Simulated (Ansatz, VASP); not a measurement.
One calculation of ZnS, two programs

File INCAR:

```
PREC = Accurate ; ENCUT = 500
EDIFF = 1E-6 ; ISMEAR = -1
SIGMA = 0.05 ; LREAL = False
LASPH = True ; NELM = 120
ALGO = Normal ; ISIF = 2
LWAVE = False ; LCHARG = False
GGA = PE ; NBANDS = 26
GGA_COMPAT = False
```

KPOINTS

```
regular mesh
0
Gamma
  10 10 5
```

POSCAR

```
ZnS
1.0
    3.8445746294      0.0000000000      0.0000000000
   -1.9222873147      3.3294992958      0.0000000000
    0.0000000000      0.0000000000      6.3050789164
Zn S
2 2
Direct
    0.3333333333      0.6666666667      0.0007376502
    0.6666666667      0.3333333333      0.5007376502
    0.3333333333      0.6666666667      0.3752623498
    0.6666666667      0.3333333333      0.8752623498
```

Input for Ansatz:

```yaml
crystal:
  lattice:
    - [3.8445746294, 0.0, 0.0]
    - [-1.9222873147, 3.3294992958, 0.0]
    - [0.0, 0.0, 6.3050789164]
  atoms:
    - { symbol: Zn, position: [0.3333333333, 0.6666666667, 0.0007376502] }
    - { symbol: Zn, position: [0.6666666667, 0.3333333333, 0.5007376502] }
    - { symbol: S, position: [0.3333333333, 0.6666666667, 0.3752623498] }
    - { symbol: S, position: [0.6666666667, 0.3333333333, 0.8752623498] }
kpoints:
  mp_grid: { grid: [10, 10, 5] }
scf:
  occupations: { method: fermi_dirac, width: 0.05 }
hamiltonian:
  xc: pbe
  pseudopotentials: { kind: all_electron, lapw: { basis_error: 0.0005 } }
output:
  forces: true
  stress: true
  eigenvalues: true
  populations: true
```

Alike in both runs: task single point; functional PBE; k mesh 10 × 10 × 5; occupations fermi-dirac, width 0.05 eV; no spin polarisation.

```csv
,VASP,Ansatz
version,VASP 6.6.1,Ansatz 0.2.0
potentials or method,"VASP PAW PBE potentials, release 64 (Zn, S), cutoff 500 eV","all-electron LAPW, scalar-relativistic"
```

|  | VASP | Ansatz | Ansatz less VASP |
| --- | --- | --- | --- |
| gap on the k mesh at the Fermi level (eV) | 2.08 | 2.08 | 0.000 |
| pressure (GPa) | 0.2 | 0.0 | -0.13 |

Ansatz ran all-electron here, and VASP with PAW potentials.
